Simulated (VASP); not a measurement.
Write the native input for VASP 6.6.1 that does the following.

| Item | Value |
| --- | --- |
| Task | single point |
| Functional | HSE06 |
| Potentials or basis | VASP PAW PBE potentials, release 64 (Sn_d) |
| Cutoff | 520 eV |
| k mesh | 4 × 4 × 4 |
| Occupations | fermi-dirac, width 0.02 eV |
| Spin | no spin polarisation |
| Dipole correction | no |
| Grid for exact exchange (PRECFOCK) | Normal |
| Further INCAR settings | ALGO = Normal; EDIFF = 1e-06; NBANDS = 21 |
| Screening parameter | 0.2079 1/Å |

Sn:

```
Sn
1.0
     0.00000    3.24800    3.24800
     3.24800    0.00000    3.24800
     3.24800    3.24800    0.00000
Sn
2
Cartesian
  0.0000 0.0000 0.0000
  1.6240 1.6240 1.6240
```

This cell differs from its parent crystal: strain -1.1%.

These files were run (other wordings do the same):

POSCAR

```
Sn
1.0
    0.0000000000      3.2480022753      3.2480022753
    3.2480022753      0.0000000000      3.2480022753
    3.2480022753      3.2480022753      0.0000000000
Sn
2
Direct
    0.0000000000      0.0000000000      0.0000000000
    0.2500000000      0.2500000000      0.2500000000
```

INCAR.step1

```
SYSTEM = Sn
PREC = Accurate
ENCUT = 520
EDIFF = 1E-5
ISMEAR = -1
SIGMA = 0.02
LREAL = .False.
LASPH = .True.
NELM = 100
ALGO = Normal
ISIF = 2
LWAVE = .True.
LCHARG = .False.
GGA = PE
NBANDS = 21
```

INCAR.step2

```
SYSTEM = Sn
PREC = Accurate
ENCUT = 520
EDIFF = 1E-6
ISMEAR = -1
SIGMA = 0.02
LREAL = .False.
LASPH = .True.
NELM = 100
ALGO = Normal
ISIF = 2
LWAVE = .False.
LCHARG = .False.
GGA = PE
LHFCALC = .True.
HFSCREEN = 0.2079
PRECFOCK = Normal
ISTART = 1
NBANDS = 21
```

KPOINTS

```
Automatic mesh
0
Gamma
  4 4 4
  0 0 0
```

Potentials or basis: VASP PAW PBE potentials, release 64 (Sn_d).

Launch:

```bash
$ cat potpaw_PBE.64/Sn_d/POTCAR > POTCAR
$ cp INCAR.step1 INCAR
$ mpirun -np 1 vasp_std > vasp.out
$ cp INCAR.step2 INCAR
$ mpirun -np 1 vasp_std > vasp.out
```

It gave:

```json
{
  "Pressure": "1.8 GPa",
  "Band gap on the k mesh": "zero (filled and empty bands touch)"
}
```

Caveat: the k points lie up to 0.42 Å⁻¹ apart; the cell differs from its parent crystal (strain -1.1%); the PAW data sets were made with another functional, which shifts forces and pressure a little; spin-orbit coupling is left out, which moves the levels of the heavy elements.

It took 24 min on 1 thread of Intel(R) Xeon(R) Platinum 8259CL CPU @ 2.50GHz (Skylake/Cascade Lake), on a shared host, peak memory 0.31 GiB.
